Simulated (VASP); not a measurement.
Wanted: the native input for a VASP 6.6.1 run.

```yaml
Task: single point
Functional: LDA
Potentials_or_basis: VASP PAW LDA potentials, release 64 (Ga_d, N_h)
Cutoff: 1330 eV
k_mesh: 8 × 8 × 5
Occupations: gaussian, width 0.01 eV
Spin: no spin polarisation
Dipole_correction: no
Further_INCAR_settings: ALGO = Normal; EDIFF = 1e-06; NBANDS = 26
```

The structure of GaN lies in POSCAR:

```
GaN
1.0
    3.1675060328      0.0000000000      0.0000000000
   -1.5837530164      2.7431406910      0.0000000000
    0.0000000000      0.0000000000      5.1256535144
Ga N
2 2
Direct
    0.3333333333      0.6666666667     -0.0003428311
    0.6666666667      0.3333333333      0.4996571689
    0.3333333333      0.6666666667      0.3773428311
    0.6666666667      0.3333333333      0.8773428311
```

These files were run (other wordings do the same):

INCAR

```
  ALGO = Normal
  EDIFF = 1E-6
  ENCUT = 1330
  GGA = CA
  GGA_COMPAT = F
  ISIF = 2
  ISMEAR = 0
  LASPH = T
  LCHARG = F
  LREAL = F
  LWAVE = F
  NBANDS = 26
  NELM = 120
  PREC = Accurate
  SIGMA = 0.01
```

KPOINTS

```
k-points
0
Gamma
  8 8 5
```

Potentials or basis: VASP PAW LDA potentials, release 64 (Ga_d, N_h).

Run with:

```console
$ cat potpaw_LDA.64/Ga_d/POTCAR potpaw_LDA.64/N_h/POTCAR > POTCAR
$ mpirun -np 1 vasp_std > vasp.out
```

Results of the run:

The pressure is -0.2 GPa and the band gap on the k mesh is 2.12 eV.

Wall time 59 s on 1 thread of AMD EPYC 9R45 96-Core Processor (Zen 5), with other jobs on the host, peak memory 0.3 GiB.
